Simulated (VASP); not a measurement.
# ScBSbP3 (Cmmm) in VASP: a series of runs, part 2 of 2

VASP 6.6.1. Earlier steps stand in the parts before.

### 3 Relaxation of cell and atoms, PBE

This run uses another cell than the first one, of 23.55 Å³/atom, 1.044 times its volume.

INCAR

```
SYSTEM = ScBSbP3
PREC = Accurate ; ENCUT = 600
EDIFF = 1E-6 ; ISMEAR = 0
SIGMA = 0.1 ; LREAL = .FALSE.
LASPH = .TRUE. ; NELM = 60
ALGO = Normal ; ISIF = 3
LWAVE = .FALSE. ; LCHARG = .FALSE.
GGA = PE ; IBRION = 2
NSW = 90 ; EDIFFG = -0.04
```

KPOINTS

```
regular mesh
0
G
  4 4 4
  0 0 0
```

POSCAR

```
ScBSbP3
1.0
    2.4549804793     -5.0319860832      0.0000000000
    2.4549804793      5.0319860832      0.0000000000
    0.0000000000      0.0000000000      5.7196832439
Sc B Sb P
1 1 1 3
Direct
    0.5000000000      0.5000000000      0.5000000000
    0.0000000000      0.0000000000      0.0000000000
    0.5000000000      0.5000000000      0.0000000000
    0.0000000000      0.0000000000      0.5000000000
    0.2277825899      0.7722174101      0.5000000000
    0.7722174101      0.2277825899      0.5000000000
```

Potentials or basis: VASP PAW PBE potentials, release 64 (Sc_sv, B, Sb, P).

The run is started by

```bash
$ cat potpaw_PBE.64/Sc_sv/POTCAR potpaw_PBE.64/B/POTCAR potpaw_PBE.64/Sb/POTCAR potpaw_PBE.64/P/POTCAR > POTCAR
$ mpirun -np 1 vasp_std > vasp.out
```

OUTCAR:

```text
SYSTEM = ScBSbP3
   PREC = Accurate
   ENCUT = 600
   EDIFF = 1E-6
   ISMEAR = 0
   LREAL = .FALSE.
   LASPH = .TRUE.
   NELM = 60
   ISIF = 3
   GGA = PE
   IBRION = 2
   NSW = 90
   EDIFFG = -0.04

 ion  position               nearest neighbor table
   1  0.500  0.500  0.500-   4 2.45   4 2.45   6 2.74   5 2.74   3 2.86   3 2.86
   2  0.000  0.000  0.000-   3 2.45   3 2.45
   3  0.500  0.500  0.000-   2 2.45   2 2.45   1 2.86   1 2.86
   4  0.000  0.000  0.500-   5 2.29   6 2.29   1 2.45   1 2.45
   5  0.228  0.772  0.500-   4 2.29   6 2.50   6 2.50   1 2.74
   6  0.772  0.228  0.500-   4 2.29   5 2.50   5 2.50   1 2.74

  LATTYP: Found a base centered orthorhombic cell.
 ALAT       =     4.9099609586
 B/A-ratio  =     2.0497051303
 C/A-ratio  =     1.1649142004

  Lattice vectors:

 A1 = (   2.4549804793,  -5.0319860832,   0.0000000000)
 A2 = (   2.4549804793,   5.0319860832,   0.0000000000)
 A3 = (   0.0000000000,   0.0000000000,   5.7196832439)

Analysis of symmetry for initial positions (statically):
=====================================================================
 Subroutine PRICEL returns:
 Original cell was already a primitive cell.

[... 163 lines left out ...]
   NGX = 23   NGY = 23   NGZ = 23

--------------------------------------- Ionic step        1  -------------------------------------------

 number of electron      33.9999999 magnetization

 Free energy of the ion-electron system (eV)
  ---------------------------------------------------
  ext. energy  EPLUGINS =         0.00000000
  ---------------------------------------------------
  free energy    TOTEN  =       -29.04346794 eV

  energy without entropy =      -29.00349982  energy(sigma->0) =      -29.02348388

------------------------ aborting loop because EDIFF is reached ----------------------------------------

  FORCE on cell =-STRESS in cart. coord.  units (eV):
  Direction    XX          YY          ZZ          XY          YZ          ZX
  --------------------------------------------------------------------------------------
  -------------------------------------------------------------------------------------
  Total       -1.2231707      0.7750046     -0.1944276      0.0000000      0.0000000      0.0000000
  in kB      -13.8678198      8.7866924     -2.2043421      0.0000000      0.0000000      0.0000000
  external PRESSURE =      -2.4284898 kB  Pullay stress =       0.0000000 kB
[... 107 lines left out ...]
--------------------------------------- Ionic step        4  -------------------------------------------

 number of electron      34.0000001 magnetization

 Free energy of the ion-electron system (eV)
  ---------------------------------------------------
  ext. energy  EPLUGINS =         0.00000000
  ---------------------------------------------------
  free energy    TOTEN  =       -29.05912794 eV

  energy without entropy =      -29.02576682  energy(sigma->0) =      -29.04244738

 E-fermi :   3.9601     XC(G=0):  -9.0283

 val. band max:        3.9580677727   @ k =   0.2500   0.2500   0.5000
 cond. band min:       3.9758684218   @ k =   0.5000   0.2500   0.0000
 fundamental gap:      0.0178006491
 Fermi energy:         3.9601141536

 k-point     1 :       0.0000    0.0000    0.0000
  band No.  band energies     occupation
      1     -45.5097      2.00000
      2     -24.2729      2.00000
      3     -24.1916      2.00000
      4     -24.1371      2.00000
      5      -9.2611      2.00000
      6      -5.7755      2.00000
[... 526 lines left out ...]
  FREE ENERGIE OF THE ION-ELECTRON SYSTEM (eV)
  ---------------------------------------------------
  free  energy   TOTEN  =       -29.0591279361 eV

  energy  without entropy=      -29.0257668154  energy(sigma->0) =      -29.04244738

 reached required accuracy - stopping structural energy minimisation
```

CONTCAR:

```text
ScBSbP3
   1.00000000000000
     2.4198332811627039   -5.0974988980109615    0.0000000000000000
     2.4198332811627039    5.0974988980109615    0.0000000000000000
     0.0000000000000000    0.0000000000000000    5.7170973115149257
  Sc              B               Sb              P
     1     1     1     3
Direct
     0.5000000000000000    0.5000000000000000    0.5000000000000000
     0.0000000000000000    1.0000000000000000    1.0000000000000000
     0.5000000000000000    0.5000000000000000    1.0000000000000000
     0.0000000000000000    1.0000000000000000    0.5000000000000000
     0.2271308886636047    0.7728691113363954    0.5000000000000000
     0.7728691113363954    0.2271308886636047    0.5000000000000000

  0.00000000E+00  0.00000000E+00  0.00000000E+00
  0.00000000E+00  0.00000000E+00  0.00000000E+00
  0.00000000E+00  0.00000000E+00  0.00000000E+00
  0.00000000E+00  0.00000000E+00  0.00000000E+00
  0.00000000E+00  0.00000000E+00  0.00000000E+00
  0.00000000E+00  0.00000000E+00  0.00000000E+00
```

It took 7.8 min on 1 thread of Oxide Virtual Turin-like, shared host; peak memory 0.35 GiB.

Results:

```yaml
Free_energy: -29.0591 eV
Relaxed_volume: 23.51 Å³/atom
Relaxed_cell: a = 5.643 Å, b = 5.643 Å, c = 5.717 Å, α = 90.00°, β = 90.00°, γ = 129.21°
Space_group_after_relaxing_to_0.05_Å: Cmmm (No. 65)
Energy_gained_by_relaxing: 2.6 meV/atom
Ionic_steps: 4
Pressure_after_relaxing: 0.0 GPa
Largest_force_after_relaxing: 0.025 eV/Å
Band_gap_on_the_k_mesh: zero (band 17 reaches 4.73 eV, above the bottom of band 18 at 3.34 eV)
```

Forces in eV/Å, atoms in the order of the input:
```
Sc   0.000  0.000  0.000
B    0.000  0.000  0.000
Sb   0.000  0.000  0.000
P    0.000  0.000  0.000
P    0.000  0.025  0.000
P    0.000 -0.025  0.000
```

The path:
```tsv
step	energy change (eV)	largest force (eV/Å)	pressure (GPa)	volume (Å³)
1	0.0000	0.0603	-0.24	141.32
2	-0.0127	0.0454	0.08	140.58
3	-0.0147	0.0360	0.28	140.19
4	-0.0157	0.0250	0.00	141.04
```

Final structure:
```xyz
6
Lattice="2.4198 -5.0975 0.0000 2.4198 5.0975 0.0000 0.0000 0.0000 5.7171" Properties=species:S:1:pos:R:3 pbc="T T T"
Sc    2.4198    0.0000    2.8585
B     2.4198    5.0975    5.7171
Sb    2.4198    0.0000    5.7171
P     2.4198    5.0975    2.8585
P     2.4198    2.7819    2.8585
P     2.4198   -2.7819    2.8585
```

Caveat: spin-orbit coupling is left out, which moves the levels of the heavy elements.

### 4 Single point, PBE

This run uses another cell than the first one, of 23.37 Å³/atom, 1.036 times its volume.

INCAR

```
SYSTEM = ScBSbP3
PREC = Accurate
ENCUT = 520
EDIFF = 1E-6
ISMEAR = 0
SIGMA = 0.1
LREAL = .False.
LASPH = .True.
NELM = 60
ALGO = Normal
ISIF = 2
LWAVE = .False.
LCHARG = .False.
GGA = PE
NBANDS = 26
```

KPOINTS

```
regular mesh
0
Gamma
  8 8 8
  0 0 0
```

POSCAR

```
ScBSbP3
1.0
    2.4651440852     -4.9877704301      0.0000000000
    2.4651440852      4.9877704301      0.0000000000
    0.0000000000      0.0000000000      5.7028009351
Sc B Sb P
1 1 1 3
Direct
    0.5000000000      0.5000000000      0.5000000000
    0.0000000000      0.0000000000      0.0000000000
    0.5000000000      0.5000000000      0.0000000000
    0.0000000000      0.0000000000      0.5000000000
    0.2305129811      0.7694870189      0.5000000000
    0.7694870189      0.2305129811      0.5000000000
```

The run is started by

```bash
$ cat potpaw_PBE.64/Sc_sv/POTCAR potpaw_PBE.64/B/POTCAR potpaw_PBE.64/Sb/POTCAR potpaw_PBE.64/P/POTCAR > POTCAR
$ mpirun -np 1 vasp_std > vasp.out
```

Wall time 11 min (1 thread of Oxide Virtual Turin-like, shared host); peak memory 0.51 GiB.

It converged, with:

```
Free energy            : -29.2544 eV
Pressure               : 0.0 GPa
Largest force          : 0.017 eV/Å
Band gap on the k mesh : zero (band 17 reaches 4.58 eV, above the bottom of band 18 at 3.39 eV)
```

Forces in eV/Å, atoms in the order of the input:
```
Sc   0.000  0.000  0.000
B    0.000  0.000  0.000
Sb   0.000  0.000  0.000
P    0.000  0.000  0.000
P    0.000  0.017  0.000
P    0.000 -0.017  0.000
```

Stress tensor (GPa, compression positive):
```
 0.13  0.00  0.00
 0.00 -0.09  0.00
 0.00  0.00 -0.02
```

Levels at points of the mesh, in eV from the Fermi level:
```tsv
k point	band 14	band 15	band 16	band 17	band 18	band 19	band 20	band 21
(0.00, 0.00, 0.00)	-1.36	-0.83	-0.47	0.12	0.58	0.61	1.16	1.37
(0.50, 0.00, 0.00)	-0.93	-0.72	-0.27	0.17	0.58	0.80	1.12	1.91
(0.50, 0.50, 0.00)	-2.81	-1.86	-1.54	-0.30	-0.19	0.41	1.02	2.47
(0.00, 0.00, 0.50)	-2.38	-2.07	-1.34	0.15	0.23	0.75	1.76	1.92
(0.50, 0.00, 0.50)	-1.72	-0.85	-0.78	0.61	0.91	1.15	1.23	1.36
(0.50, 0.50, 0.50)	-2.29	-2.00	-0.64	-0.35	0.13	0.43	1.73	1.83
```

Caveat: spin-orbit coupling is left out, which moves the levels of the heavy elements.

### 5 Overview

```tsv
task	cell	k mesh	cutoff (eV)	gap on the mesh (eV)	pressure (GPa)	relaxed volume (Å³/atom)	largest force (eV/Å)
relaxation of cell and atoms	relaxed from a = 4.161, b = 4.161, c = 8.013 Å, angles 90.0, 90.0, 102.6°, 6 atoms	4 × 4 × 2	600	none	-0.1	23.61	-
relaxation of cell and atoms	relaxed from a = 5.599, b = 5.599, c = 5.720 Å, angles 90.0, 90.0, 128.0°, 6 atoms	4 × 4 × 4	600	none	0.0	23.51	0.03
single point	a = 5.564, b = 5.564, c = 5.703 Å, angles 90.0, 90.0, 127.4°, 6 atoms	8 × 8 × 8	520	none	0.0	-	0.02
```

Alike in all rows: level PBE; potentials or basis VASP PAW PBE potentials, release 64 (Sc_sv, B, Sb, P); no spin polarisation; smearing gaussian 0.1 eV.

Caveats: some runs use coarse meshes; spin-orbit coupling is left out, which moves the levels of the heavy elements.

Absolute energies hang on the potentials; compare differences alone.
